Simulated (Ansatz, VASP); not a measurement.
## HfO2 in VASP and in Ansatz

Contents of POSCAR:

```
HfO2
1.0
    0.0000000000      2.5291823184      2.5291823184
    2.5291823184      0.0000000000      2.5291823184
    2.5291823184      2.5291823184      0.0000000000
Hf O
1 2
Direct
    0.0000000000      0.0000000000      0.0000000000
    0.2500000000      0.2500000000      0.2500000000
    0.7500000000      0.7500000000      0.7500000000
```

File INCAR.step1:

```
SYSTEM = HfO2
ALGO = Normal ; EDIFF = 1E-5
ENCUT = 660 ; GGA = PE
GGA_COMPAT = .False. ; ISMEAR = 0
LASPH = .True. ; LCHARG = .False.
LREAL = .False. ; LWAVE = .True.
NBANDS = 18 ; NELM = 120
PREC = Accurate ; SIGMA = 0.01
```

The input INCAR.step2:

```
SYSTEM = HfO2
ALGO = Normal ; EDIFF = 1E-6
ENCUT = 660 ; GGA_COMPAT = .False.
ISIF = 2 ; ISMEAR = 0
ISTART = 1 ; LASPH = .True.
LCHARG = .True. ; LELF = .True.
LMIXTAU = .True. ; LREAL = .False.
LVHAR = .True. ; LWAVE = .False.
METAGGA = R2SCAN ; NBANDS = 18
NELM = 120 ; PREC = Accurate
SIGMA = 0.01
```

File KPOINTS:

```
k-points
0
Gamma
  8 8 8
  0 0 0
```

Input for Ansatz:

```yaml
crystal:
  lattice:
    - [0.0, 2.5291823184, 2.5291823184]
    - [2.5291823184, 0.0, 2.5291823184]
    - [2.5291823184, 2.5291823184, 0.0]
  atoms:
    - { symbol: Hf, position: [0.0, 0.0, 0.0] }
    - { symbol: O, position: [0.25, 0.25, 0.25] }
    - { symbol: O, position: [0.75, 0.75, 0.75] }
kpoints:
  mp_grid: { grid: [8, 8, 8] }
  band_path:
    path:
      - [0.0, 0.0, 0.0]
      - [0.5, 0.0, 0.5]
      - [0.625, 0.25, 0.625]
      - [0.375, 0.375, 0.75]
      - [0.5, 0.5, 0.5]
      - [0.5, 0.25, 0.75]
      - [0.0, 0.5, 0.5]
    npoints: 1
hamiltonian:
  xc: r2scan
scf:
  occupations: { method: fixed }
  n_extra_bands: 4
output:
  forces: true
  stress: true
  eigenvalues: true
```

Alike in both runs: task single point; functional r2SCAN; k mesh 8 × 8 × 8; no spin polarisation.

|  | VASP | Ansatz |
| --- | --- | --- |
| version | VASP 6.6.1 | Ansatz 0.2.0 |
| potentials or method | VASP PAW PBE potentials, release 64 (Hf_pv, O) | plane waves, PAW |
| plane-wave cutoff (eV) | 660 | 500 |
| occupations | gaussian, width 0.01 eV | fixed |
| valence electrons in the cell | 22 | 38 |

|  | VASP | Ansatz | Ansatz less VASP |
| --- | --- | --- | --- |
| gap on the k mesh at the Fermi level (eV) | 4.32 | 4.30 | -0.015 |
| pressure (GPa) | -4.3 | 0.0 | +4.32 |

VASP's potentials were made for PBE, not for r2SCAN. One of these differences is far larger than is usual between the two programs; its cause wasn't traced. VASP's potentials hold 22 valence electrons a cell and Ansatz's 38, so a difference there can come from the potentials and not from the codes.

Neither program's run includes spin-orbit coupling.
